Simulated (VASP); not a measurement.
# K (Fd-3m) in VASP: relaxation of cell and atoms with PBEsol

Aim: the relaxation of cell and atoms of K with PBEsol.

Everything below comes from runs of VASP 6.6.1. Logs are shortened: lines on timing, memory, paths and dates and some standing lists are left out, and cuts for length are marked.

### Step 1. The cell of the first run

The structure is cubic, space group Fd-3m (No. 227). Conventional cell: a = 9.050 Å, b = 9.050 Å, c = 9.050 Å, α = 90.00°, β = 90.00°, γ = 90.00°. K (site symmetry -43m) has 4 K at 3.92 Å within 5.1 Å.

This isn't the form of K at room conditions, which is bcc.

### Step 2. Relaxation of cell and atoms, PBEsol

INCAR

```
PREC = Accurate
ENCUT = 500
EDIFF = 1E-7
ISMEAR = 0
SIGMA = 0.1
LREAL = False
LASPH = True
NELM = 120
ALGO = Normal
ISIF = 3
LWAVE = False
LCHARG = False
GGA = PS
IBRION = 2
NSW = 50
EDIFFG = -0.02
GGA_COMPAT = False
NELMIN = 4
```

KPOINTS

```
Automatic mesh
0
Gamma
  9 9 9
```

POSCAR

```
K
1.0
    0.0000000000      4.5250000000      4.5250000000
    4.5250000000      0.0000000000      4.5250000000
    4.5250000000      4.5250000000      0.0000000000
K
2
Direct
    1.0000000000      1.0000000000      1.0000000000
    0.2500000000      0.2500000000      0.2500000000
```

Potentials or basis: VASP PAW PBE potentials, release 64 (K_sv).

Run with:

```
$ cat potpaw_PBE.64/K_sv/POTCAR > POTCAR
$ mpirun -np 1 vasp_std > vasp.out
```

OUTCAR:

```text
PREC = Accurate
   ENCUT = 500
   EDIFF = 1E-7
   ISMEAR = 0
   LREAL = False
   LASPH = True
   NELM = 120
   ISIF = 3
   GGA = PS
   IBRION = 2
   NSW = 50
   EDIFFG = -0.02
   NELMIN = 4

 ion  position               nearest neighbor table
   1  0.000  0.000  0.000-
   2  0.250  0.250  0.250-

  LATTYP: Found a face centered cubic cell.
 ALAT       =     9.0500000000

  Lattice vectors:

 A1 = (   0.0000000000,   4.5250000000,   4.5250000000)
 A2 = (   4.5250000000,   0.0000000000,   4.5250000000)
 A3 = (   4.5250000000,   4.5250000000,   0.0000000000)

Analysis of symmetry for initial positions (statically):
=====================================================================
 Subroutine PRICEL returns:
 Original cell was already a primitive cell.

 Routine SETGRP: Setting up the symmetry group for a
 face centered cubic supercell.

 Subroutine GETGRP returns: Found 48 space group operations
 (whereof 24 operations were pure point group operations)
 out of a pool of 48 trial point group operations.

The static configuration has the point symmetry T_d .
 The point group associated with its full space group is O_h .

Analysis of symmetry for dynamics (positions and initial velocities):
=====================================================================
 Subroutine PRICEL returns:
 Original cell was already a primitive cell.

 Routine SETGRP: Setting up the symmetry group for a
 face centered cubic supercell.

 Subroutine GETGRP returns: Found 48 space group operations
 (whereof 24 operations were pure point group operations)
 out of a pool of 48 trial point group operations.

The dynamic configuration has the point symmetry T_d .
 The point group associated with its full space group is O_h .

 Subroutine INISYM returns: Found 48 space group operations
 (whereof 24 operations are pure point group operations),
 and found     1 'primitive' translations

----------------------------------------------------------------------------------------

                                     Primitive cell

  volume of cell :     185.3044

  direct lattice vectors                    reciprocal lattice vectors
     0.000000000  4.525000000  4.525000000    -0.110497238  0.110497238  0.110497238
     4.525000000  0.000000000  4.525000000     0.110497238 -0.110497238  0.110497238
     4.525000000  4.525000000  0.000000000     0.110497238  0.110497238 -0.110497238

  length of vectors
     6.399316370  6.399316370  6.399316370     0.191386830  0.191386830  0.191386830

  position of ions in fractional coordinates (direct lattice)
     0.000000000  0.000000000  0.000000000
     0.250000000  0.250000000  0.250000000
[... 101 lines left out ...]
   LORBIT       =      0    0 simple, 1 ext, 2 COOP (PROOUT), +10 PAW based schemes
   GGA     = PS    functional components
   LHFCALC =     F    Hartree Fock is set to
   AEXX    =    0.0000 exact exchange contribution
   IVDW    =     0    specifies the selected vdW correction
   LEPSILON=     F    determine dielectric tensor
   LRPA    =     F    only Hartree local field effects (RPA)
 conjugate gradient relaxation of ions
 non-spin polarized calculation
 Gauss-broadening in eV      SIGMA  =   0.10
  energy-cutoff  :      500.00
  volume of cell :      185.30
 maximum number of plane-waves:      4740
   NGX = 23   NGY = 23   NGZ = 23

--------------------------------------- Ionic step        1  -------------------------------------------

 number of electron      18.0000003 magnetization

 Free energy of the ion-electron system (eV)
  ---------------------------------------------------
  ext. energy  EPLUGINS =         0.00000000
  ---------------------------------------------------
  free energy    TOTEN  =        -1.62676437 eV

  energy without entropy =       -1.61993255  energy(sigma->0) =       -1.62334846

------------------------ aborting loop because EDIFF is reached ----------------------------------------

  FORCE on cell =-STRESS in cart. coord.  units (eV):
  Direction    XX          YY          ZZ          XY          YZ          ZX
  --------------------------------------------------------------------------------------
  -------------------------------------------------------------------------------------
  Total        0.2271208      0.2271208      0.2271208     -0.0000000      0.0000000      0.0000000
  in kB        1.9637298      1.9637298      1.9637298     -0.0000000      0.0000000      0.0000000
  external PRESSURE =       1.9637298 kB  Pullay stress =       0.0000000 kB
[... 131 lines left out ...]
--------------------------------------- Ionic step        5  -------------------------------------------

 number of electron      18.0000001 magnetization

 Free energy of the ion-electron system (eV)
  ---------------------------------------------------
  ext. energy  EPLUGINS =         0.00000000
  ---------------------------------------------------
  free energy    TOTEN  =        -1.64004297 eV

  energy without entropy =       -1.63288444  energy(sigma->0) =       -1.63646371

 E-fermi :  -0.7383     XC(G=0):  -4.8316

 val. band max:       -0.7427837583   @ k =   0.4444   0.0000   0.0000
 cond. band min:      -0.7012936386   @ k =  -0.4444   0.4444   0.0000
 fundamental gap:      0.0414901197
 Fermi energy:        -0.7383021496

 k-point     1 :       0.0000    0.0000    0.0000
  band No.  band energies     occupation
      1     -33.2348      2.00000
      2     -33.2182      2.00000
      3     -16.8022      2.00000
      4     -16.8022      2.00000
      5     -16.8022      2.00000
      6     -16.7314      2.00000
      7     -16.7314      2.00000
      8     -16.7314      2.00000
      9      -2.4951      2.00000
     10       1.6446      0.00000
     11       1.6446      0.00000
     12       1.6446      0.00000
     13       1.9684      0.00000
[... 354 lines left out ...]
  band No.  band energies     occupation
      1     -33.2280      2.00000
      2     -33.2251      2.00000
      3     -16.8166      2.00000
      4     -16.8166      2.00000
      5     -16.7738      2.00000
      6     -16.7616      2.00000
      7     -16.7174      2.00000
      8     -16.7174      2.00000
      9      -1.0815      2.00000
     10      -0.3456      0.00000
     11       0.6600      0.00000
     12       0.6918      0.00000
     13       0.9893      0.00000

 [... further k-points ...]

------------------------ aborting loop because EDIFF is reached ----------------------------------------

  FORCE on cell =-STRESS in cart. coord.  units (eV):
  Direction    XX          YY          ZZ          XY          YZ          ZX
  --------------------------------------------------------------------------------------
  -------------------------------------------------------------------------------------
  Total       -0.0027134     -0.0027134     -0.0027134     -0.0000000      0.0000000      0.0000000
  in kB       -0.0207581     -0.0207581     -0.0207581     -0.0000000      0.0000000      0.0000000
  external PRESSURE =      -0.0207581 kB  Pullay stress =       0.0000000 kB
[... 17 lines left out ...]
  FREE ENERGIE OF THE ION-ELECTRON SYSTEM (eV)
  ---------------------------------------------------
  free  energy   TOTEN  =        -1.6400429749 eV

  energy  without entropy=       -1.6328844438  energy(sigma->0) =       -1.63646371

 reached required accuracy - stopping structural energy minimisation
```

OSZICAR:

```text
N       E                     dE             d eps       ncg     rms          rms(c)
DAV:   1     0.119561726441E+03    0.11956E+03   -0.70290E+03   910   0.105E+03
DAV:   2     0.833189958249E+01   -0.11123E+03   -0.10901E+03  1114   0.274E+02
DAV:   3    -0.439512672039E+00   -0.87714E+01   -0.82674E+01  1299   0.654E+01
DAV:   4    -0.162591690920E+01   -0.11864E+01   -0.11849E+01  1601   0.160E+01
[... 56 lines left out ...]
DAV:   7    -0.164004318661E+01   -0.17866E-05   -0.25231E-05  1161   0.204E-02    0.554E-03
DAV:   8    -0.164004435363E+01   -0.11670E-05   -0.28519E-06  1688   0.109E-02    0.634E-03
DAV:   9    -0.164004340916E+01    0.94447E-06   -0.31971E-07   865   0.482E-03    0.254E-03
DAV:  10    -0.164004301810E+01    0.39106E-06   -0.13505E-07   660   0.329E-03    0.380E-04
DAV:  11    -0.164004297487E+01    0.43224E-07   -0.46749E-08   625   0.156E-03
   5 F= -.16400430E+01 E0= -.16364637E+01  d E =-.132786E-01
```

CONTCAR:

```text
K
   1.00000000000000
    -0.0000000000000000    4.7133866589228255    4.7133866589228255
     4.7133866589228255    0.0000000000000000    4.7133866589228255
     4.7133866589228255    4.7133866589228255    0.0000000000000000
  K
     2
Direct
     0.0000000000000000    0.0000000000000000    0.0000000000000000
     0.2500000000000000    0.2500000000000000    0.2500000000000000

  0.00000000E+00  0.00000000E+00  0.00000000E+00
  0.00000000E+00  0.00000000E+00  0.00000000E+00
```

It took 12 min on 1 thread of Intel Xeon 8259CL, shared host; peak memory 0.36 GiB.

Results:

| Property | Result |
| --- | --- |
| Free energy | -1.6400 eV |
| Relaxed volume | 104.71 Å³/atom |
| Relaxed cell | a = 6.666 Å, b = 6.666 Å, c = 6.666 Å, α = 60.00°, β = 60.00°, γ = 60.00° |
| Space group after relaxing (to 0.1 Å) | Fd-3m (No. 227) |
| Energy gained by relaxing | 6.6 meV/atom |
| Ionic steps | 5 |
| Pressure after relaxing | 0.0 GPa |
| Band gap on the k mesh | zero (bands 9 and 10 overlap by 0.19 eV) |

Step by step:
```
step  energy change (eV)  largest force (eV/Å)  pressure (GPa)  volume (Å³)
   1              0.0000                0.0000            0.20       185.30
   2             -0.0034                0.0000            0.17       188.37
   3             -0.0105                0.0000            0.08       197.76
   4             -0.0120                0.0000           -0.05       217.46
   5             -0.0133                0.0000            0.00       209.43
```

Final structure:
```
CELL_PARAMETERS angstrom
0.00000 4.71339 4.71339
4.71339 0.00000 4.71339
4.71339 4.71339 0.00000
ATOMIC_POSITIONS crystal
K 0.00000 0.00000 0.00000
K 0.25000 0.25000 0.25000
```

Caveat: the PAW data sets were made with another functional, which shifts forces and pressure a little.

The gap in the log of VASP goes by the Fermi energy; the results here count the filled bands.